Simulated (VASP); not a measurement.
Write the native input for VASP 6.6.1 that does the following.

```yaml
Task: single point
Functional: PBEsol
Potentials_or_basis: VASP PAW PBE potentials, release 64 (Hg)
Cutoff: 520 eV
k_mesh: 14 × 14 × 14
Occupations: fermi-dirac, width 0.1 eV
Spin: no spin polarisation
Dipole_correction: no
Further_INCAR_settings: ALGO = Normal; EDIFF = 1e-06; NBANDS = 12
```

The structure of Hg lies in POSCAR:

```
Hg
1.0
   -1.7884684700      1.7884684700      1.7884684700
    1.7884684700     -1.7884684700      1.7884684700
    1.7884684700      1.7884684700     -1.7884684700
Hg
1
Direct
    0.0000000000      0.0000000000      0.0000000000
```

This cell differs from its parent crystal: volume scaled by 0.96.

One way to write it, as run:

INCAR

```
  PREC = Accurate
  ENCUT = 520
  EDIFF = 1E-6
  ISMEAR = -1
  SIGMA = 0.1
  LREAL = False
  LASPH = True
  NELM = 100
  ALGO = Normal
  ISIF = 2
  LWAVE = False
  LCHARG = False
  GGA = PS
  NBANDS = 12
```

KPOINTS

```
Automatic mesh
0
Gamma
  14 14 14
```

Potentials or basis: VASP PAW PBE potentials, release 64 (Hg).

Command:

```bash
$ cat potpaw_PBE.64/Hg/POTCAR > POTCAR
$ mpirun -np 1 vasp_std > vasp.out
```

It gave:

* Pressure: 2.3 GPa
* Band gap on the k mesh: zero (band 6 reaches 6.31 eV, above the bottom of band 7 at 1.66 eV)

Caveat: the PAW data sets were made with another functional, which shifts forces and pressure a little; spin-orbit coupling is left out, which moves the levels of the heavy elements.

Wall time 6.3 s on 1 thread of Intel(R) Xeon(R) 6975P-C (Granite Rapids) (shared host), peak memory 0.15 GiB.
